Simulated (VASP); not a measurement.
A run of VASP 6.6.1 is set up as follows.

INCAR

```
SYSTEM = TbPIr2
  PREC = Accurate
  ENCUT = 500
  EDIFF = 1E-6
  ISMEAR = 0
  SIGMA = 0.1
  LREAL = .False.
  LASPH = .True.
  NELM = 200
  ALGO = Normal
  ISIF = 2
  LWAVE = .False.
  LCHARG = .False.
  GGA = PE
  NBANDS = 24
  GGA_COMPAT = .False.
  LMAXMIX = 6
```

Contents of KPOINTS:

```
Automatic mesh
0
Gamma
  6 6 2
  0 0 0
```

POSCAR

```
TbPIr2
1.0
    4.3801267681      0.0000000000      0.0000000000
   -2.1900633841      3.7933010530      0.0000000000
    0.0000000000      0.0000000000      5.1145204814
Tb P Ir
1 1 2
Direct
    0.0000000000      0.0000000000      0.5000000000
    0.0000000000      0.0000000000      0.0000000000
    0.3333333333      0.6666666667      0.0000000000
    0.6666666667      0.3333333333      0.0000000000
```

Potentials or basis: VASP PAW PBE potentials, release 64 (Tb_3, P, Ir), 4f in core.

Run with:

```console
$ cat potpaw_PBE.64/Tb_3/POTCAR potpaw_PBE.64/P/POTCAR potpaw_PBE.64/Ir/POTCAR > POTCAR
$ mpirun -np 1 vasp_std > vasp.out
```

**Question.** What does it give for the pressure?

**Answer.** 0.4 GPa.

**Question.** Estimate the band gap on the k mesh.

**Answer.** Zero (bands 16 and 17 overlap by 1.07 eV).

Stress tensor (GPa, compression positive):
```
0.38 0.00 0.00
0.00 0.38 0.00
0.00 0.00 0.53
```

Caveat: the k points lie up to 0.61 Å⁻¹ apart, too coarse for converged energies and pressures of a metal; spin-orbit coupling is left out, which moves the levels of the heavy elements; the 4f electrons are frozen in the core, so they carry no moment and show no levels. Spin polarisation is off, so any magnetic state and its effect on volume and gap are missing.
